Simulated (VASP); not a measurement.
Input of a VASP 6.6.1 run:

INCAR

```
PREC = Accurate ; ENCUT = 520
EDIFF = 1E-7 ; ISMEAR = 0
SIGMA = 0.1 ; LREAL = F
LASPH = T ; NELM = 80
ALGO = Fast ; ISIF = 2
LWAVE = F ; LCHARG = F
GGA = PE ; NBANDS = 32
```

The input KPOINTS:

```
regular mesh
0
Gamma
  15 15 8
```

Contents of POSCAR:

```
Lu
1.0
    3.5417902132      0.0000000000      0.0000000000
   -1.7708951066      3.0672802995      0.0000000000
    0.0000000000      0.0000000000      5.5154078794
Lu
2
Direct
    0.3333333333      0.6666666667      0.2500000000
    0.6666666667      0.3333333333      0.7500000000
```

Potentials or basis: VASP PAW PBE potentials, release 64 (Lu).

Run with:

```bash
$ cat potpaw_PBE.64/Lu/POTCAR > POTCAR
$ mpirun -np 1 vasp_std > vasp.out
```

Question: Predict the pressure.

Answer: -1.3 GPa.

Question: What does it give for the band gap on the k mesh?

Answer: Zero (band 25 reaches 3.33 eV, above the bottom of band 26 at 1.50 eV).

Caveat: spin-orbit coupling is left out, which moves the levels of the heavy elements.
